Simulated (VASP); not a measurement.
# V (Fd-3m) in VASP: notebook

Runs on V. Level: LDA. Tasks: single point, relaxation of cell and atoms.

Program: VASP 6.6.1. These are calculated values, not measurements. Logs are shortened: lines on timing, memory, paths and dates and some standing lists are left out, and cuts for length are marked.

## (1) The cell of the first run

The structure is cubic, space group Fd-3m (No. 227). Conventional cell: a = 4.962 Å, b = 4.962 Å, c = 4.962 Å, α = 90.00°, β = 90.00°, γ = 90.00°. V (site symmetry -43m) has 4 V at 2.15 Å within 2.8 Å.

This isn't the form of V at room conditions, which is bcc.

## (2) Single point, LDA (15.27 Å³/atom)

File INCAR:

```
SYSTEM = V
ALGO = Normal
EDIFF = 1E-7
ENCUT = 520
GGA = CA
ISIF = 2
ISMEAR = -1
LASPH = .True.
LCHARG = .True.
LELF = .True.
LREAL = .False.
LVHAR = .True.
LWAVE = .False.
NBANDS = 20
NELM = 80
PREC = Accurate
SIGMA = 0.1
```

File KPOINTS:

```
k-points
0
Gamma
  17 17 17
  0 0 0
```

File POSCAR:

```
V
1.0
    0.0000000000      2.4809741813      2.4809741813
    2.4809741813      0.0000000000      2.4809741813
    2.4809741813      2.4809741813      0.0000000000
V
2
Direct
    0.1250000000      0.1250000000      0.1250000000
    0.8750000000      0.8750000000      0.8750000000
```

Potentials or basis: VASP PAW LDA potentials, release 64 (V_sv).

Launch:

```
cat potpaw_LDA.64/V_sv/POTCAR > POTCAR
mpirun -np 1 vasp_std > vasp.out
```

OUTCAR:

```text
SYSTEM = V
   EDIFF = 1E-7
   ENCUT = 520
   GGA = CA
   ISIF = 2
   ISMEAR = -1
   LASPH = .True.
   LREAL = .False.
   NELM = 80
   PREC = Accurate

 ion  position               nearest neighbor table
   1  0.125  0.125  0.125-   2 2.15   2 2.15   2 2.15   2 2.15
   2  0.875  0.875  0.875-   1 2.15   1 2.15   1 2.15   1 2.15

  LATTYP: Found a face centered cubic cell.
 ALAT       =     4.9619483626

  Lattice vectors:

 A1 = (   0.0000000000,   2.4809741813,   2.4809741813)
 A2 = (   2.4809741813,   0.0000000000,   2.4809741813)
 A3 = (   2.4809741813,   2.4809741813,   0.0000000000)

Analysis of symmetry for initial positions (statically):
=====================================================================
 Subroutine PRICEL returns:
 Original cell was already a primitive cell.

 Routine SETGRP: Setting up the symmetry group for a
 face centered cubic supercell.

 Subroutine GETGRP returns: Found 48 space group operations
 (whereof 12 operations were pure point group operations)
 out of a pool of 48 trial point group operations.

The static configuration has the point symmetry D_3d.
 The point group associated with its full space group is O_h .

Analysis of symmetry for dynamics (positions and initial velocities):
=====================================================================
 Subroutine PRICEL returns:
 Original cell was already a primitive cell.

 Routine SETGRP: Setting up the symmetry group for a
 face centered cubic supercell.

 Subroutine GETGRP returns: Found 48 space group operations
 (whereof 12 operations were pure point group operations)
 out of a pool of 48 trial point group operations.

The dynamic configuration has the point symmetry D_3d.
 The point group associated with its full space group is O_h .

 Subroutine INISYM returns: Found 48 space group operations
 (whereof 12 operations are pure point group operations),
 and found     1 'primitive' translations

----------------------------------------------------------------------------------------

                                     Primitive cell

  volume of cell :      30.5419

  direct lattice vectors                    reciprocal lattice vectors
     0.000000000  2.480974181  2.480974181    -0.201533738  0.201533738  0.201533738
     2.480974181  0.000000000  2.480974181     0.201533738 -0.201533738  0.201533738
     2.480974181  2.480974181  0.000000000     0.201533738  0.201533738 -0.201533738

  length of vectors
     3.508627335  3.508627335  3.508627335     0.349066673  0.349066673  0.349066673

  position of ions in fractional coordinates (direct lattice)
     0.125000000  0.125000000  0.125000000
     0.875000000  0.875000000  0.875000000

  ion indices of the primitive-cell ions
   primitive index   ion index
                 1           1
                 2           2

----------------------------------------------------------------------------------------

 KPOINTS: k-points

Automatic generation of k-mesh.
 Grid dimensions read from file:
 generate k-points for:   17   17   17

 Generating k-lattice:

  Cartesian coordinates                     Fractional coordinates (reciprocal lattice)
    -0.011854926  0.011854926  0.011854926     0.058823529  0.000000000  0.000000000
     0.011854926 -0.011854926  0.011854926     0.000000000  0.058823529  0.000000000
     0.011854926  0.011854926 -0.011854926     0.000000000  0.000000000  0.058823529

  Length of vectors
     0.020533334  0.020533334  0.020533334

  Shift w.r.t. Gamma in fractional coordinates (k-lattice)
     0.000000000  0.000000000  0.000000000

 Subroutine IBZKPT returns following result:
 ===========================================

 Found    165 irreducible k-points:

 Following reciprocal coordinates:
            Coordinates               Weight
  0.000000  0.000000  0.000000      1.000000
  0.058824  0.000000  0.000000      8.000000
  0.117647  0.000000  0.000000      8.000000
  0.176471  0.000000  0.000000      8.000000
  0.235294  0.000000  0.000000      8.000000
  0.294118  0.000000  0.000000      8.000000
[... 16 lines left out ...]
 -0.176471  0.058824  0.000000     24.000000
 -0.117647  0.058824  0.000000     24.000000
 [... further k-points ...]
   k-points           NKPTS =    165   k-points in BZ     NKDIM =    165   number of bands    NBANDS=     20
   number of dos      NEDOS =    301   number of ions     NIONS =      2
   total plane-waves  NPLWV =  21952
   dimension x,y,z NGX =    28 NGY =   28 NGZ =   28
   dimension x,y,z NGXF=    56 NGYF=   56 NGZF=   56
   ions per type =               2
   NGX,Y,Z   is equivalent  to a cutoff of  13.27, 13.27, 13.27 a.u.
   NGXF,Y,Z  is equivalent  to a cutoff of  26.53, 26.53, 26.53 a.u.
 SYSTEM =  V
   PREC   = accura    normal or accurate (medium, high low for compatibility)
   ISTART =      0    job   : 0-new  1-cont  2-samecut
   ICHARG =      2    charge: 1-file 2-atom 10-const
   ISPIN  =      1    spin polarized calculation?
   LNONCOLLINEAR =      F non collinear calculations
   LSORBIT =      F    spin-orbit coupling
   LASPH  =      T    aspherical Exc in radial PAW
   ENCUT  =  520.0 eV  38.22 Ry    6.18 a.u.   6.52  6.52  6.52*2*pi/ulx,y,z
   NELM   =     80;   NELMIN=  2; NELMDL= -5     # of ELM steps
   EDIFF  = 0.1E-06   stopping-criterion for ELM
   LREAL  =      F    real-space projection
   EDIFFG = 0.1E-05   stopping-criterion for IOM
   NSW    =      0    number of steps for IOM
   IBRION =     -1    ionic relax: 0-MD 1-quasi-New 2-CG
   NFREE  =      0    steps in history (QN), initial steepest desc. (CG)
   ISIF   =      2    stress and relaxation
   ISYM   =      2    0-nonsym 1-usesym 2-fastsym
   POTIM  = 0.5000    time-step for ionic-motion
   TEBEG  =    0.0;   TEEND  =   0.0 temperature during run
   PSTRESS=    0.0 pullay stress
   NELECT =      26.0000    total number of electrons
   NUPDOWN=      -1.0000    fix difference up-down
   EMIN   =  10.00;   EMAX   =-10.00  energy-range for DOS
   EFERMI =   0.00;   METHOD = LEGACY
   ISMEAR =    -1;   SIGMA  =   0.10  broadening in eV -4-tet -1-fermi 0-gaus
   EFERMI_NEDOS =   21; number of points for ismear=-14 and -15
   IALGO  =     38    algorithm
   IMIX   =      4    mixing-type and parameters
     AMIX     =   0.40;   BMIX     =  1.00
     AMIX_MAG =   1.60;   BMIX_MAG =  1.00
  volume/ion in A,a.u.               =      15.27       103.05
  Fermi-wavevector in a.u.,A,eV,Ry     =   1.551555  2.932013 32.753596  2.407321
  Thomas-Fermi vector in A             =   2.656057
   LORBIT       =      0    0 simple, 1 ext, 2 COOP (PROOUT), +10 PAW based schemes
   GGA     = CA    functional components
   LHFCALC =     F    Hartree Fock is set to
   AEXX    =    0.0000 exact exchange contribution
   IVDW    =     0    specifies the selected vdW correction
   LEPSILON=     F    determine dielectric tensor
   LRPA    =     F    only Hartree local field effects (RPA)
 non-spin polarized calculation
  energy-cutoff  :      520.00
  volume of cell :       30.54
 maximum number of plane-waves:       869
 NGX is ok and might be reduce to    28
   NGX = 13   NGY = 13   NGZ = 13

 number of electron      26.0000004 magnetization

 Free energy of the ion-electron system (eV)
  ---------------------------------------------------
  ext. energy  EPLUGINS =         0.00000000
  ---------------------------------------------------
  free energy    TOTEN  =       -15.05029664 eV

  energy without entropy =      -14.92422146  energy(sigma->0) =      -14.98725905

 E-fermi :   8.0953     XC(G=0): -12.1540

 val. band max:        8.0906652441   @ k =   0.4118   0.2941   0.1176
 cond. band min:       8.0983299568   @ k =  -0.2941   0.2941   0.0588
 fundamental gap:      0.0076647127
 Fermi energy:         8.0953495711

 k-point     1 :       0.0000    0.0000    0.0000
  band No.  band energies     occupation
      1     -55.0374      2.00000
      2     -53.8342      2.00000
      3     -29.5385      2.00000
      4     -29.5385      2.00000
      5     -29.5385      2.00000
      6     -28.1592      2.00000
[... 12 lines left out ...]
     19      12.6608      0.00000
     20      22.3645      0.00000

 k-point     2 :       0.0588    0.0000    0.0000
  band No.  band energies     occupation
      1     -55.0300      2.00000
      2     -53.8422      2.00000
      3     -29.5456      2.00000
      4     -29.5456      2.00000
      5     -29.5396      2.00000
      6     -28.1585      2.00000
[... 12 lines left out ...]
     19      12.6575      0.00000
     20      21.3880      0.00000

 k-point     3 :       0.1176    0.0000    0.0000
  band No.  band energies     occupation
      1     -55.0083      2.00000
      2     -53.8657      2.00000
      3     -29.5655      2.00000
      4     -29.5655      2.00000
      5     -29.5433      2.00000
      6     -28.1562      2.00000
[... 12 lines left out ...]
     19      12.6452      0.00000
     20      20.2429      0.00000

 k-point     4 :       0.1765    0.0000    0.0000
  band No.  band energies     occupation
      1     -54.9735      2.00000
      2     -53.9032      2.00000
      3     -29.5946      2.00000
      4     -29.5946      2.00000
      5     -29.5496      2.00000
      6     -28.1520      2.00000
[... 12 lines left out ...]
     19      12.6184      0.00000
     20      19.0362      0.00000

 k-point     5 :       0.2353    0.0000    0.0000
  band No.  band energies     occupation
      1     -54.9282      2.00000
      2     -53.9518      2.00000
      3     -29.6282      2.00000
      4     -29.6282      2.00000
      5     -29.5582      2.00000
      6     -28.1457      2.00000
[... 12 lines left out ...]
     19      12.5690      0.00000
     20      17.7477      0.00000
[... 353 lines left out ...]
      6     -28.1682      2.00000
[... 12 lines left out ...]
     19      12.6434      0.00000
     20      16.0095      0.00000

 k-point    22 :      -0.2353    0.0588    0.0000
  band No.  band energies     occupation
      1     -54.9051      2.00000
      2     -53.9764      2.00000
      3     -29.6833      2.00000
      4     -29.6307      2.00000
      5     -29.5305      2.00000
      6     -28.1706      2.00000
[... 12 lines left out ...]
     19      12.7131      0.00000
     20      17.3110      0.00000

 k-point    23 :      -0.1765    0.0588    0.0000
  band No.  band energies     occupation
      1     -54.9532      2.00000
      2     -53.9250      2.00000
      3     -29.6440      2.00000
      4     -29.5974      2.00000
      5     -29.5294      2.00000
      6     -28.1712      2.00000
[... 12 lines left out ...]
     19      12.7405      0.00000
     20      18.6164      0.00000

 k-point    24 :      -0.1176    0.0588    0.0000
  band No.  band energies     occupation
      1     -54.9917      2.00000
      2     -53.8837      2.00000
      3     -29.6047      2.00000
      4     -29.5692      2.00000
      5     -29.5304      2.00000
      6     -28.1694      2.00000
[... 12 lines left out ...]
     19      12.7343      0.00000
     20      19.8183      0.00000

 [... further k-points ...]

------------------------ aborting loop because EDIFF is reached ----------------------------------------

  FORCE on cell =-STRESS in cart. coord.  units (eV):
  Direction    XX          YY          ZZ          XY          YZ          ZX
  --------------------------------------------------------------------------------------
  -------------------------------------------------------------------------------------
  Total        1.7836489      1.7836489      1.7836489     -0.0000000      0.0000000      0.0000000
  in kB       93.5671134     93.5671134     93.5671134     -0.0000000      0.0000000      0.0000000
  external PRESSURE =      93.5671134 kB  Pullay stress =       0.0000000 kB

 VOLUME and BASIS-vectors are now :
 -----------------------------------------------------------------------------
  energy-cutoff  :      520.00
  volume of cell :       30.54
      direct lattice vectors                 reciprocal lattice vectors
     0.000000000  2.480974181  2.480974181    -0.201533738  0.201533738  0.201533738
     2.480974181  0.000000000  2.480974181     0.201533738 -0.201533738  0.201533738
     2.480974181  2.480974181  0.000000000     0.201533738  0.201533738 -0.201533738

 POSITION                                       TOTAL-FORCE (eV/Angst)
 -----------------------------------------------------------------------------------
      0.62024      0.62024      0.62024        -0.000000      0.000000     -0.000000
      4.34170      4.34170      4.34170         0.000000     -0.000000      0.000000
 -----------------------------------------------------------------------------------
    total drift:                                0.000000     -0.000000     -0.000000

  FREE ENERGIE OF THE ION-ELECTRON SYSTEM (eV)
  ---------------------------------------------------
  free  energy   TOTEN  =       -15.0502966431 eV

  energy  without entropy=      -14.9242214632  energy(sigma->0) =      -14.98725905
```

Run time: 2.3 min. Hardware: 1 thread of Intel Xeon 8259CL, shared host; peak memory 0.2 GiB.

Results:

- Free energy: -15.0503 eV
- Pressure: 9.4 GPa
- Band gap on the k mesh: zero (bands 13 and 14 overlap by 1.63 eV)

Levels at points of the mesh, in eV from the Fermi level:
```csv
k point,band 10,band 11,band 12,band 13,band 14,band 15,band 16,band 17
"(0.00, 0.00, 0.00)",-1.68,-1.68,-0.72,-0.72,-0.72,1.77,1.77,1.77
```

Caveat: the cell stands under pressure.

## (3) Relaxation of cell and atoms, LDA

This run uses another cell than the first one, of 18.67 Å³/atom.

File INCAR:

```
  PREC = Accurate
  ENCUT = 600
  EDIFF = 1E-6
  ISMEAR = -1
  SIGMA = 0.1
  LREAL = False
  LASPH = True
  NELM = 80
  ALGO = Normal
  ISIF = 3
  LWAVE = False
  LCHARG = False
  IBRION = 2
  NSW = 80
  EDIFFG = -0.01
```

File KPOINTS:

```
regular mesh
0
Gamma
  10 10 10
```

File POSCAR:

```
V
1.0
    0.0000000000      2.6526688921      2.6526688921
    2.6526688921      0.0000000000      2.6526688921
    2.6526688921      2.6526688921      0.0000000000
V
2
Direct
    0.1250000000      0.1250000000      0.1250000000
    0.8750000000      0.8750000000      0.8750000000
```

Potentials or basis: VASP PAW LDA potentials, release 64 (V_sv).

Launch:

```
cat potpaw_LDA.64/V_sv/POTCAR > POTCAR
mpirun -np 1 vasp_std > vasp.out
```

Run time: 1.9 min. Hardware: 1 thread of Intel Xeon 8259CL, shared host; peak memory 0.17 GiB.

It converged, with:

| Property | Result |
| --- | --- |
| Free energy | -15.1350 eV |
| Relaxed volume | 16.76 Å³/atom |
| Relaxed cell | a = 3.619 Å, b = 3.619 Å, c = 3.619 Å, α = 60.00°, β = 60.00°, γ = 60.00° |
| Space group after relaxing (to 0.1 Å) | Fd-3m (No. 227) |
| Energy gained by relaxing | 46.2 meV/atom |
| Ionic steps | 3 |
| Pressure after relaxing | 0.0 GPa |
| Band gap on the k mesh | zero (bands 13 and 14 overlap by 1.21 eV) |

Step by step:
```csv
step,energy change (eV),largest force (eV/Å),pressure (GPa),volume (Å³)
1,0.0000,0.0000,-7.18,37.33
2,-0.0902,0.0000,1.37,32.99
3,-0.0925,0.0000,-0.03,33.53
```

Final structure:
```
V
1.0
     0.00000    2.55928    2.55928
     2.55928    0.00000    2.55928
     2.55928    2.55928    0.00000
V
2
Cartesian
  0.6398 0.6398 0.6398
  4.4787 4.4787 4.4787
```

Levels at points of the mesh, in eV from the Fermi level:
```
           k point  band 10  band 11  band 12  band 13  band 14  band 15  band 16  band 17
(0.00, 0.00, 0.00)    -1.38    -1.38    -0.63    -0.63    -0.63     1.64     1.64     1.64
(0.50, 0.00, 0.00)    -1.88    -1.30    -1.30    -0.70    -0.70     0.52     2.57     2.57
(0.50, 0.50, 0.00)    -2.66    -0.60    -0.60     0.51     0.51     1.26     1.26     3.94
```

## (4) Single point, LDA (15.93 Å³/atom)

This run uses another cell than the first one, of 15.93 Å³/atom.

File INCAR:

```
PREC = Accurate
ENCUT = 520
EDIFF = 1E-6
ISMEAR = -1
SIGMA = 0.1
LREAL = False
LASPH = True
NELM = 60
ALGO = Normal
ISIF = 2
LWAVE = False
LCHARG = True
GGA = CA
LELF = True
LVHAR = True
NBANDS = 20
```

File KPOINTS:

```
regular mesh
0
Gamma
  17 17 17
```

File POSCAR:

```
V
1.0
    0.0000000000      2.5164214587      2.5164214587
    2.5164214587      0.0000000000      2.5164214587
    2.5164214587      2.5164214587      0.0000000000
V
2
Direct
    0.1250000000      0.1250000000      0.1250000000
    0.8750000000      0.8750000000      0.8750000000
```

Launch:

```
cat potpaw_LDA.64/V_sv/POTCAR > POTCAR
mpirun -np 1 vasp_std > vasp.out
```

Run time: 2 min. Hardware: 1 thread of Intel Xeon 8259CL, shared host; peak memory 0.2 GiB.

It converged, with:

```
Free energy            : -15.1087 eV
Pressure               : 4.8 GPa
Band gap on the k mesh : zero (bands 13 and 14 overlap by 1.41 eV)
```

Levels at points of the mesh, in eV from the Fermi level:
| k point | band 11 | band 12 | band 13 | band 14 | band 15 | band 16 |
| --- | --- | --- | --- | --- | --- | --- |
| (0.00, 0.00, 0.00) | -1.53 | -0.67 | -0.67 | -0.67 | 1.71 | 1.71 |

Caveat: the cell stands under pressure.

## (5) Single point, LDA

This run uses another cell than the first one, of 16.60 Å³/atom.

File INCAR:

```
ALGO     = Normal         # electronic algorithm
EDIFF    = 1E-6           # SCF threshold, eV
ENCUT    = 520            # plane-wave cutoff, eV
ISIF     = 2              # what is computed and relaxed
ISMEAR   = -1             # smearing method
LASPH    = T              # aspherical terms in the spheres
LCHARG   = T              # write CHGCAR
LELF     = T              # ELF
LREAL    = F              # projectors in reciprocal space
LVHAR    = T            
LWAVE    = F              # write WAVECAR
NBANDS   = 20             # bands
NELM     = 80             # most SCF steps
PREC     = Accurate       # precision mode
SIGMA    = 0.1            # smearing width, eV
```

File KPOINTS:

```
k-points
0
Gamma
  17 17 17
```

File POSCAR:

```
V
1.0
    0.0000000000      2.5508972696      2.5508972696
    2.5508972696      0.0000000000      2.5508972696
    2.5508972696      2.5508972696      0.0000000000
V
2
Direct
    0.1250000000      0.1250000000      0.1250000000
    0.8750000000      0.8750000000      0.8750000000
```

Launch:

```
cat potpaw_LDA.64/V_sv/POTCAR > POTCAR
mpirun -np 1 vasp_std > vasp.out
```

Run time: 2.5 min. Hardware: 1 thread of Intel Xeon 8259CL, shared host; peak memory 0.21 GiB.

The run converged. Its results:

* Free energy: -15.1321 eV
* Pressure: 0.9 GPa
* Band gap on the k mesh: zero (bands 13 and 14 overlap by 1.22 eV)

Levels at points of the mesh, in eV from the Fermi level:
```
           k point  band 10  band 11  band 12  band 13  band 14  band 15  band 16  band 17
(0.00, 0.00, 0.00)    -1.41    -1.41    -0.63    -0.63    -0.63     1.66     1.66     1.66
```

## (6) The runs side by side

| task | cell | k mesh | cutoff (eV) | gap on the mesh (eV) | pressure (GPa) |
| --- | --- | --- | --- | --- | --- |
| single point | a = 3.509 Å, angles 60.0°, 2 atoms | 17 × 17 × 17 | 520 | none | 9.4 |
| relaxation of cell and atoms | relaxed from a = 3.751 Å, angles 60.0°, 2 atoms | 10 × 10 × 10 | 600 | none | 0.0 |
| single point | a = 3.559 Å, angles 60.0°, 2 atoms | 17 × 17 × 17 | 520 | none | 4.8 |
| single point | a = 3.608 Å, angles 60.0°, 2 atoms | 17 × 17 × 17 | 520 | none | 0.9 |

Alike in all rows: level LDA; potentials or basis VASP PAW LDA potentials, release 64 (V_sv); no spin polarisation; smearing fermi-dirac 0.1 eV.

Caveats: the cell stands under pressure (at least some runs).

Absolute energies hang on the potentials; compare differences alone.
